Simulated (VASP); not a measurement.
# S (Fm-3m) in VASP: notebook, part 3 of 3

VASP 6.6.1. The steps go on from the part before.

## 4. Single point, PBE

This run uses another cell than the first one, of 14.99 Å³/atom.

File INCAR:

```
SYSTEM = S
  PREC = Accurate
  ENCUT = 500
  EDIFF = 1E-6
  ISMEAR = 0
  SIGMA = 0.1
  LREAL = .False.
  LASPH = .True.
  NELM = 120
  ALGO = Normal
  ISIF = 2
  LWAVE = .False.
  LCHARG = .False.
  GGA = PE
  NBANDS = 9
  GGA_COMPAT = .False.
```

File KPOINTS:

```
regular mesh
0
Gamma
  18 18 18
  0 0 0
```

File POSCAR:

```
S
1.0
    0.0000000000      1.9571012529      1.9571012529
    1.9571012529      0.0000000000      1.9571012529
    1.9571012529      1.9571012529      0.0000000000
S
1
Direct
    0.0000000000      0.0000000000      0.0000000000
```

Potentials or basis: VASP PAW PBE potentials, release 64 (S).

Launch:

```console
$ cat potpaw_PBE.64/S/POTCAR > POTCAR
$ mpirun -np 1 vasp_std > vasp.out
```

OUTCAR:

```text
SYSTEM = S
   PREC = Accurate
   ENCUT = 500
   EDIFF = 1E-6
   ISMEAR = 0
   LREAL = .False.
   LASPH = .True.
   NELM = 120
   ISIF = 2
   GGA = PE

 ion  position               nearest neighbor table
   1  0.000  0.000  0.000-

  LATTYP: Found a face centered cubic cell.
 ALAT       =     3.9142025058

  Lattice vectors:

 A1 = (   0.0000000000,   1.9571012529,   1.9571012529)
 A2 = (   1.9571012529,   0.0000000000,   1.9571012529)
 A3 = (   1.9571012529,   1.9571012529,   0.0000000000)

Analysis of symmetry for initial positions (statically):
=====================================================================
 Subroutine PRICEL returns:
 Original cell was already a primitive cell.

 Routine SETGRP: Setting up the symmetry group for a
 face centered cubic supercell.

 Subroutine GETGRP returns: Found 48 space group operations
 (whereof 48 operations were pure point group operations)
 out of a pool of 48 trial point group operations.

The static configuration has the point symmetry O_h .

Analysis of symmetry for dynamics (positions and initial velocities):
=====================================================================
 Subroutine PRICEL returns:
 Original cell was already a primitive cell.

 Routine SETGRP: Setting up the symmetry group for a
 face centered cubic supercell.

 Subroutine GETGRP returns: Found 48 space group operations
 (whereof 48 operations were pure point group operations)
 out of a pool of 48 trial point group operations.

The dynamic configuration has the point symmetry O_h .

 Subroutine INISYM returns: Found 48 space group operations
 (whereof 48 operations are pure point group operations),
 and found     1 'primitive' translations

----------------------------------------------------------------------------------------

                                     Primitive cell

  volume of cell :      14.9924

  direct lattice vectors                    reciprocal lattice vectors
     0.000000000  1.957101253  1.957101253    -0.255479883  0.255479883  0.255479883
     1.957101253  0.000000000  1.957101253     0.255479883 -0.255479883  0.255479883
     1.957101253  1.957101253  0.000000000     0.255479883  0.255479883 -0.255479883

  length of vectors
     2.767759135  2.767759135  2.767759135     0.442504138  0.442504138  0.442504138

  position of ions in fractional coordinates (direct lattice)
     0.000000000  0.000000000  0.000000000

  ion indices of the primitive-cell ions
   primitive index   ion index
                 1           1

----------------------------------------------------------------------------------------

 KPOINTS: regular mesh

Automatic generation of k-mesh.
 Grid dimensions read from file:
 generate k-points for:   18   18   18

 Generating k-lattice:

  Cartesian coordinates                     Fractional coordinates (reciprocal lattice)
    -0.014193327  0.014193327  0.014193327     0.055555556  0.000000000  0.000000000
     0.014193327 -0.014193327  0.014193327     0.000000000  0.055555556  0.000000000
     0.014193327  0.014193327 -0.014193327     0.000000000  0.000000000  0.055555556

  Length of vectors
     0.024583563  0.024583563  0.024583563

  Shift w.r.t. Gamma in fractional coordinates (k-lattice)
     0.000000000  0.000000000  0.000000000

 Subroutine IBZKPT returns following result:
 ===========================================

 Found    195 irreducible k-points:

 Following reciprocal coordinates:
            Coordinates               Weight
  0.000000  0.000000  0.000000      1.000000
  0.055556  0.000000  0.000000      8.000000
  0.111111  0.000000  0.000000      8.000000
  0.166667  0.000000  0.000000      8.000000
  0.222222  0.000000  0.000000      8.000000
  0.277778  0.000000  0.000000      8.000000
[... 16 lines left out ...]
 -0.277778  0.055556  0.000000     24.000000
 -0.222222  0.055556  0.000000     24.000000
 [... further k-points ...]
   k-points           NKPTS =    195   k-points in BZ     NKDIM =    195   number of bands    NBANDS=      9
   number of dos      NEDOS =    301   number of ions     NIONS =      1
   total plane-waves  NPLWV =   8000
   dimension x,y,z NGX =    20 NGY =   20 NGZ =   20
   dimension x,y,z NGXF=    40 NGYF=   40 NGZF=   40
   ions per type =               1
   NGX,Y,Z   is equivalent  to a cutoff of  12.01, 12.01, 12.01 a.u.
   NGXF,Y,Z  is equivalent  to a cutoff of  24.03, 24.03, 24.03 a.u.
 SYSTEM =  S
   PREC   = accura    normal or accurate (medium, high low for compatibility)
   ISTART =      0    job   : 0-new  1-cont  2-samecut
   ICHARG =      2    charge: 1-file 2-atom 10-const
   ISPIN  =      1    spin polarized calculation?
   LNONCOLLINEAR =      F non collinear calculations
   LSORBIT =      F    spin-orbit coupling
   LASPH  =      T    aspherical Exc in radial PAW
   ENCUT  =  500.0 eV  36.75 Ry    6.06 a.u.   5.05  5.05  5.05*2*pi/ulx,y,z
   NELM   =    120;   NELMIN=  2; NELMDL= -5     # of ELM steps
   EDIFF  = 0.1E-05   stopping-criterion for ELM
   LREAL  =      F    real-space projection
   EDIFFG = 0.1E-04   stopping-criterion for IOM
   NSW    =      0    number of steps for IOM
   IBRION =     -1    ionic relax: 0-MD 1-quasi-New 2-CG
   NFREE  =      0    steps in history (QN), initial steepest desc. (CG)
   ISIF   =      2    stress and relaxation
   ISYM   =      2    0-nonsym 1-usesym 2-fastsym
   POTIM  = 0.5000    time-step for ionic-motion
   TEBEG  =    0.0;   TEEND  =   0.0 temperature during run
   PSTRESS=    0.0 pullay stress
   NELECT =       6.0000    total number of electrons
   NUPDOWN=      -1.0000    fix difference up-down
   EMIN   =  10.00;   EMAX   =-10.00  energy-range for DOS
   EFERMI =   0.00;   METHOD = LEGACY
   ISMEAR =     0;   SIGMA  =   0.10  broadening in eV -4-tet -1-fermi 0-gaus
   EFERMI_NEDOS =   21; number of points for ismear=-14 and -15
   IALGO  =     38    algorithm
   IMIX   =      4    mixing-type and parameters
     AMIX     =   0.40;   BMIX     =  1.00
     AMIX_MAG =   1.60;   BMIX_MAG =  1.00
  volume/ion in A,a.u.               =      14.99       101.17
  Fermi-wavevector in a.u.,A,eV,Ry     =   1.206430  2.279821 19.802901  1.455472
  Thomas-Fermi vector in A             =   2.342097
   LORBIT       =      0    0 simple, 1 ext, 2 COOP (PROOUT), +10 PAW based schemes
   GGA     = PE    functional components
   LHFCALC =     F    Hartree Fock is set to
   AEXX    =    0.0000 exact exchange contribution
   IVDW    =     0    specifies the selected vdW correction
   LEPSILON=     F    determine dielectric tensor
   LRPA    =     F    only Hartree local field effects (RPA)
 non-spin polarized calculation
 Gauss-broadening in eV      SIGMA  =   0.10
  energy-cutoff  :      500.00
  volume of cell :       14.99
 maximum number of plane-waves:       392
   NGX =  9   NGY =  9   NGZ =  9

 number of electron       5.9999999 magnetization

 Free energy of the ion-electron system (eV)
  ---------------------------------------------------
  ext. energy  EPLUGINS =         0.00000000
  ---------------------------------------------------
  free energy    TOTEN  =        -2.81701958 eV

  energy without entropy =       -2.81281471  energy(sigma->0) =       -2.81491715

 E-fermi :   8.2852     XC(G=0): -11.4399

 val. band max:        8.2707042263   @ k =   0.5000   0.1667   0.0556
 cond. band min:       8.2871327267   @ k =   0.5000   0.2778   0.0556
 fundamental gap:      0.0164285005
 Fermi energy:         8.2852071617

 k-point     1 :       0.0000    0.0000    0.0000
  band No.  band energies     occupation
      1      -9.0222      2.00000
      2      11.7517      0.00000
      3      11.7517      0.00000
      4      11.7517      0.00000
      5      20.3924      0.00000
      6      20.3924      0.00000
      7      20.3924      0.00000
      8      23.5215      0.00000
      9      25.9777      0.00000

 k-point     2 :       0.0556    0.0000    0.0000
  band No.  band energies     occupation
      1      -8.9449      2.00000
      2      11.2988      0.00000
      3      11.6891      0.00000
      4      11.6891      0.00000
      5      20.2636      0.00000
      6      20.5320      0.00000
      7      20.5320      0.00000
      8      23.7650      0.00000
      9      25.7278      0.00000
[... 253 lines left out ...]
 k-point    24 :      -0.2222    0.0556    0.0000
  band No.  band energies     occupation
      1      -7.5366      2.00000
      2       6.2433      2.00000
      3      10.2493      0.00000
      4      11.2161      0.00000
      5      19.0789      0.00000
      6      21.0226      0.00000
      7      21.1913      0.00000
      8      24.3369      0.00000
      9      25.0924      0.00000

 [... further k-points ...]
[... 5 lines left out ...]
  --------------------------------------------------------------------------------------
  -------------------------------------------------------------------------------------
  Total        0.4475934      0.4475934      0.4475934     -0.0000000      0.0000000      0.0000000
  in kB       47.8326384     47.8326384     47.8326384     -0.0000000      0.0000000      0.0000000
  external PRESSURE =      47.8326384 kB  Pullay stress =       0.0000000 kB

 VOLUME and BASIS-vectors are now :
 -----------------------------------------------------------------------------
  energy-cutoff  :      500.00
  volume of cell :       14.99
      direct lattice vectors                 reciprocal lattice vectors
     0.000000000  1.957101253  1.957101253    -0.255479883  0.255479883  0.255479883
     1.957101253  0.000000000  1.957101253     0.255479883 -0.255479883  0.255479883
     1.957101253  1.957101253  0.000000000     0.255479883  0.255479883 -0.255479883

 POSITION                                       TOTAL-FORCE (eV/Angst)
 -----------------------------------------------------------------------------------
      0.00000      0.00000      0.00000         0.000000      0.000000     -0.000000
 -----------------------------------------------------------------------------------
    total drift:                                0.000000     -0.000000     -0.000000

  FREE ENERGIE OF THE ION-ELECTRON SYSTEM (eV)
  ---------------------------------------------------
  free  energy   TOTEN  =        -2.8170195817 eV

  energy  without entropy=       -2.8128147109  energy(sigma->0) =       -2.81491715
```

OSZICAR:

```text
N       E                     dE             d eps       ncg     rms          rms(c)
DAV:   1     0.737827998793E+01    0.73783E+01   -0.28520E+03  3590   0.540E+02
DAV:   2    -0.261899615198E+01   -0.99973E+01   -0.95340E+01  5279   0.746E+01
DAV:   3    -0.281833977828E+01   -0.19934E+00   -0.19579E+00  4090   0.907E+00
DAV:   4    -0.281887485834E+01   -0.53508E-03   -0.53497E-03  4928   0.546E-01
DAV:   5    -0.281887555924E+01   -0.70089E-06   -0.70086E-06  4173   0.164E-02    0.863E+00
DAV:   6    -0.281710077562E+01    0.17748E-02   -0.30236E-03  3901   0.309E-01    0.516E+00
DAV:   7    -0.281706580423E+01    0.34971E-04   -0.47675E-03  3749   0.405E-01    0.123E-01
DAV:   8    -0.281701859840E+01    0.47206E-04   -0.23020E-04  3841   0.845E-02    0.174E-02
DAV:   9    -0.281701958171E+01   -0.98332E-06   -0.22822E-06  4325   0.115E-02
   1 F= -.28170196E+01 E0= -.28149171E+01  d E =-.420487E-02
```

stdout:

```text
POSCAR found type information on POSCAR S
 POSCAR found :  1 types and       1 ions
 scaLAPACK will be used
 LDA part: xc-table for (Slater+PW92), standard interpolation
 POSCAR, INCAR and KPOINTS ok, starting setup
 FFT: planning ... GRIDC
 FFT: planning ... GRID_SOFT
 FFT: planning ... GRID
 WAVECAR not read
 entering main loop
```

It took 9.4 s on 1 thread of Intel Xeon Platinum 8488C (Sapphire Rapids), shared host; peak memory 0.13 GiB.

Results:

```yaml
Free_energy: -2.8170 eV
Pressure: 4.8 GPa
Band_gap_on_the_k_mesh: zero (bands 3 and 4 overlap by 6.23 eV)
```

Caveat: the cell stands under pressure.

## 5. Single point, PBE

This run uses another cell than the first one, of 15.87 Å³/atom.

File INCAR:

```
SYSTEM = S
  PREC = Accurate
  ENCUT = 500
  EDIFF = 1E-6
  ISMEAR = 0
  SIGMA = 0.1
  LREAL = .FALSE.
  LASPH = .TRUE.
  NELM = 120
  ALGO = Normal
  ISIF = 2
  LWAVE = .FALSE.
  LCHARG = .TRUE.
  GGA = PE
  LELF = .TRUE.
  LVHAR = .TRUE.
  NBANDS = 9
  GGA_COMPAT = .FALSE.
```

File KPOINTS:

```
regular mesh
0
G
  18 18 18
  0 0 0
```

File POSCAR:

```
S
1.0
    0.0000000000      1.9944330751      1.9944330751
    1.9944330751      0.0000000000      1.9944330751
    1.9944330751      1.9944330751      0.0000000000
S
1
Direct
    0.0000000000      0.0000000000      0.0000000000
```

Launch:

```console
$ cat potpaw_PBE.64/S/POTCAR > POTCAR
$ mpirun -np 1 vasp_std > vasp.out
```

Wall time 9.8 s (1 thread of Intel Xeon Platinum 8488C (Sapphire Rapids), shared host); peak memory 0.14 GiB.

It converged, with:

* Free energy: -2.8294 eV
* Pressure: -0.2 GPa
* Band gap on the k mesh: zero (bands 3 and 4 overlap by 5.65 eV)

Levels at points of the mesh, in eV from the Fermi level:
```csv
k point,band 1,band 2,band 3,band 4,band 5,band 6,band 7
"(0.00, 0.00, 0.00)",-16.72,3.16,3.16,3.16,12.09,12.09,12.09
"(0.50, 0.00, 0.00)",-12.63,-7.41,1.86,1.86,9.42,11.32,11.32
"(0.50, 0.50, 0.00)",-11.00,-6.42,-0.85,-0.85,5.37,5.88,21.81
```

## 6. The runs side by side

```csv
cell,gap on the mesh (eV),pressure (GPa)
"a = 2.661 Å, angles 60.0°, 1 atom",none,19.7
"a = 2.726 Å, angles 60.0°, 1 atom",none,9.8
"a = 2.768 Å, angles 60.0°, 1 atom",none,4.8
"a = 2.821 Å, angles 60.0°, 1 atom",none,-0.2
```

Alike in all rows: task single point; level PBE; potentials or basis VASP PAW PBE potentials, release 64 (S); no spin polarisation; k mesh 18 × 18 × 18; cutoff (eV) 500; smearing gaussian 0.1 eV.

Caveats: the cell stands under pressure (at least some runs).

Absolute energies hang on the potentials; compare differences alone.

The gap in the log of VASP goes by the Fermi energy; the results here count the filled bands.